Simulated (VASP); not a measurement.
Set up this calculation in VASP 6.6.1, as the native input.

* Task: single point
* Functional: PBE
* Potentials or basis: VASP PAW PBE potentials, release 64 (Si, C)
* Cutoff: 520 eV
* k mesh: 13 × 13 × 7
* Occupations: fermi-dirac, width 0.1 eV
* Spin: no spin polarisation
* Dipole correction: no
* Further INCAR settings: ALGO = Normal; EDIFF = 1e-06; NBANDS = 16

The structure of SiC (wurtzite type) lies in POSCAR:

```
SiC
1.0
    2.7765077100      0.0000000000      0.0000000000
   -1.3882538550      2.4045262107      0.0000000000
    0.0000000000      0.0000000000      4.5307013158
Si C
2 2
Direct
    0.3333333333      0.6666666667     -0.0003930400
    0.6666666667      0.3333333333      0.4996069600
    0.3333333333      0.6666666667      0.3763930400
    0.6666666667      0.3333333333      0.8763930400
```

One way to write it, as run:

INCAR

```
SYSTEM = SiC
PREC     = Accurate       ! precision mode
ENCUT    = 520            ! plane-wave cutoff, eV
EDIFF    = 1E-6           ! SCF threshold, eV
ISMEAR   = -1             ! smearing method
SIGMA    = 0.1            ! smearing width, eV
LREAL    = .False.        ! projectors in reciprocal space
LASPH    = .True.         ! aspherical terms in the spheres
NELM     = 100            ! most SCF steps
ALGO     = Normal         ! electronic algorithm
ISIF     = 2              ! what is computed and relaxed
LWAVE    = .False.        ! write WAVECAR
LCHARG   = .True.         ! write CHGCAR
GGA      = PE             ! functional
LELF     = .True.         ! ELF
LVHAR    = .True.       
NBANDS   = 16             ! bands
```

KPOINTS

```
regular mesh
0
Gamma
  13 13 7
  0 0 0
```

Potentials or basis: VASP PAW PBE potentials, release 64 (Si, C).

The run is started by

```console
$ cat potpaw_PBE.64/Si/POTCAR potpaw_PBE.64/C/POTCAR > POTCAR
$ mpirun -np 1 vasp_std > vasp.out
```

Results of the run:

| Quantity | Value |
| --- | --- |
| Pressure | 130.5 GPa |
| Band gap on the k mesh | 1.83 eV (least direct gap 4.59 eV) |

Caveat: the cell stands under pressure.

Run time: 31 s on 1 thread of Intel Xeon 8259CL (shared host), peak memory 0.17 GiB.
